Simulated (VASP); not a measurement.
C:

```
CELL_PARAMETERS angstrom
0.00000 1.78337 1.78337
1.78337 0.00000 1.78337
1.78337 1.78337 0.00000
ATOMIC_POSITIONS crystal
C 0.00000 0.00000 0.00000
C 0.25000 0.25000 0.25000
```

Base run:

```yaml
Program: VASP 6.6.1
Functional: PBE
Potentials_or_basis: VASP PAW PBE potentials, release 64 (C)
Cutoff: 520 eV
k_mesh: 12 × 12 × 12
Occupations: gaussian, width 0.01 eV
Spin: no spin polarisation
```

Its results: band gap on the k mesh 4.15 eV, indirect (least direct gap 5.59 eV); pressure 2.5 GPa.

Q: The run is repeated on the same cell with these changes: k mesh from 12 × 12 × 12 to 4 × 4 × 4. What comes out?

A: Band gap on the k mesh 4.43 eV, indirect (least direct gap 5.58 eV); pressure 3.6 GPa.

Caveats: some runs use coarse meshes.

A k mesh can miss the band edges.
